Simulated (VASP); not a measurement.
# Ca2AlO2: relaxation of cell and atoms with PBE

Ca2AlO2:

```
Ca Al O
1.0
     4.10014    0.00000    0.00000
     0.00000    4.10014    0.00000
     0.00000    0.00000    5.47794
Ca Al O
2 1 2
Direct
  0.00000 0.50000 0.50000
  0.50000 0.00000 0.50000
  0.00000 0.00000 0.00000
  0.50000 0.50000 0.27003
  0.50000 0.50000 0.72997
```

The cell was generated, and may not be a known phase.

```json
{
  "Program": "VASP 6.6.1",
  "Task": "relaxation of cell and atoms",
  "Functional": "PBE",
  "Potentials or basis": "VASP PAW PBE potentials, release 64 (Ca_sv, Al, O)",
  "Cutoff": "600 eV",
  "k mesh": "10 × 10 × 8",
  "Occupations": "gaussian, width 0.1 eV",
  "Spin": "no spin polarisation",
  "Dipole correction": "no",
  "Further INCAR settings": "ALGO = Normal; EDIFF = 1e-06; IBRION = 2; EDIFFG = -0.01; NSW = 100; ISIF = 3"
}
```

- Relaxed volume: 18.51 Å³/atom
- Relaxed cell: a = 4.124 Å, b = 4.124 Å, c = 5.442 Å, α = 90.00°, β = 90.00°, γ = 90.00°
- Space group after relaxing (to 0.1 Å): P4/mmm (No. 123)
- Energy gained by relaxing: 0.3 meV/atom
- Ionic steps: 5
- Pressure after relaxing: 0.0 GPa
- Largest force after relaxing: 0.008 eV/Å
- Band gap on the k mesh: zero (an odd number of electrons rules out a gap without spin polarisation)

Forces in eV/Å, atoms in the order of the input:
```
Ca   0.000  0.000  0.000
Ca   0.000  0.000  0.000
Al   0.000  0.000  0.000
O    0.000  0.000 -0.008
O    0.000  0.000  0.008
```

The path:
```tsv
step	energy change (eV)	largest force (eV/Å)	pressure (GPa)	volume (Å³)
1	0.0000	0.0188	0.07	92.09
2	-0.0007	0.0119	0.07	92.20
3	-0.0013	0.0013	0.01	92.38
4	-0.0012	0.0203	-0.11	92.74
5	-0.0015	0.0082	-0.04	92.54
```

Final structure:
```yaml
crystal:
  lattice:
    - [4.12376, 0.00000, 0.00000]
    - [0.00000, 4.12376, 0.00000]
    - [0.00000, 0.00000, 5.44177]
  atoms:
    - { symbol: Ca, position: [0.00000, 0.50000, 0.50000] }
    - { symbol: Ca, position: [0.50000, 0.00000, 0.50000] }
    - { symbol: Al, position: [0.00000, 0.00000, 0.00000] }
    - { symbol: O, position: [0.50000, 0.50000, 0.27071] }
    - { symbol: O, position: [0.50000, 0.50000, 0.72929] }
```

Levels at points of the mesh, in eV from the Fermi level:
| k point | band 14 | band 15 | band 16 | band 17 | band 18 | band 19 | band 20 | band 21 |
| --- | --- | --- | --- | --- | --- | --- | --- | --- |
| (0.00, 0.00, 0.00) | -2.48 | -2.09 | -2.09 | -0.10 | 0.06 | 0.92 | 2.05 | 3.93 |
| (0.50, 0.00, 0.00) | -2.29 | -2.11 | -1.59 | 0.02 | 0.69 | 1.24 | 1.49 | 2.95 |
| (0.50, 0.50, 0.00) | -2.67 | -1.73 | -1.73 | -0.59 | -0.09 | 1.38 | 1.38 | 3.05 |
| (0.00, 0.00, 0.50) | -2.76 | -2.17 | -1.78 | -1.78 | -0.52 | 2.07 | 2.59 | 3.30 |
| (0.50, 0.00, 0.50) | -2.29 | -1.91 | -1.53 | -0.73 | -0.34 | 1.49 | 2.55 | 3.80 |
| (0.50, 0.50, 0.50) | -2.46 | -2.46 | -1.78 | -1.16 | 0.09 | 2.23 | 2.23 | 3.06 |

Wall time 5.3 min on 1 thread of Intel(R) Xeon(R) 6975P-C (Granite Rapids), with other jobs on the host, peak memory 0.43 GiB.
